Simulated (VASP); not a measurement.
Runs of VASP 6.6.1 on GaAs (drp). The structure is that of space group F-43m (No. 216), or close to it. The cells are those of the table. 

| task | cell | k mesh | cutoff (eV) | smearing | gap on the mesh (eV) | pressure (GPa) |
| --- | --- | --- | --- | --- | --- | --- |
| single point | a = 4.104 Å, angles 60.0°, 2 atoms | 12 × 12 × 12 | 520 | gaussian 0.01 eV | 0.07 | 0.1 |
| relaxation of cell and atoms | relaxed from a = 4.066 Å, angles 60.0°, 2 atoms | 10 × 10 × 10 | 600 | gaussian 0.01 eV | 0.05 | 0.0 |
| single point | a = 4.066 Å, angles 60.0°, 2 atoms | 6 × 6 × 6 | 520 | gaussian 0.1 eV | 0.27 | (a) |
| single point | a = 4.104 Å, angles 60.0°, 2 atoms | 10 × 10 × 10 | 520 | gaussian 0.01 eV | 0.07 | 0.1 |

Alike in all rows: level RPBE; potentials or basis VASP PAW PBE potentials, release 64 (Ga_d, As); no spin polarisation.

Estimate the missing entries.

(a) 1.8.

Caveats: the PAW data sets were made with another functional, which shifts forces and pressure a little.

A k mesh can miss the band edges, and the runs leave out spin-orbit coupling on As, Ga.
